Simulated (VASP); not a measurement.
TiSi2: single point with PBEsol

TiSi2:

```
Ti Si
1.0
    -1.44599    1.68210    4.12533
     1.44599   -1.68210    4.12533
     1.44599    1.68210   -4.12533
Ti Si
1 2
Direct
  0.00000 0.00000 0.00000
  0.66974 0.66974 0.00000
  0.33026 0.33026 0.00000
```

```json
{"Program": "VASP 6.6.1", "Task": "single point", "Functional": "PBEsol", "Potentials or basis": "VASP PAW PBE potentials, release 64 (Ti_sv, Si)", "Cutoff": "520 eV", "k mesh": "12 × 12 × 12", "Occupations": "fermi-dirac, width 0.05 eV", "Spin": "no spin polarisation"}
```

The pressure is 5.1 GPa. The largest force is 0.004 eV/Å and the band gap on the k mesh is zero (bands 10 and 11 overlap by 2.48 eV).

Forces in eV/Å, atoms in the order of the input:
```
Ti   0.000  0.000  0.000
Si   0.000  0.000 -0.004
Si   0.000  0.000  0.004
```

Stress tensor (GPa, compression positive):
```
5.06 0.00 0.00
0.00 5.15 0.00
0.00 0.00 5.14
```

Levels at points of the mesh, in eV from the Fermi level:
```tsv
k point	band 6	band 7	band 8	band 9	band 10	band 11	band 12	band 13	band 14	band 15
(0.00, 0.00, 0.00)	-4.97	-4.02	-2.24	-0.70	0.83	2.15	2.57	3.32	4.10	4.39
(0.50, 0.00, 0.00)	-9.36	-4.44	-3.83	-0.73	1.01	2.17	2.77	3.86	4.24	5.81
(0.00, 0.50, 0.00)	-8.32	-3.67	-3.48	-1.01	-0.48	0.99	2.93	3.69	4.28	4.67
(0.50, 0.50, 0.00)	-5.54	-5.24	-4.56	-3.01	-1.39	-0.62	3.04	3.15	3.35	3.84
(0.50, 0.50, 0.50)	-9.06	-1.40	-1.29	-0.41	0.48	2.12	2.64	2.66	4.02	4.19
```

Run time: 6 min on 1 thread of Intel Xeon 8259CL, with other jobs on the host, peak memory 0.34 GiB.

Caveat: the cell stands under pressure; the PAW data sets were made with another functional, which shifts forces and pressure a little.
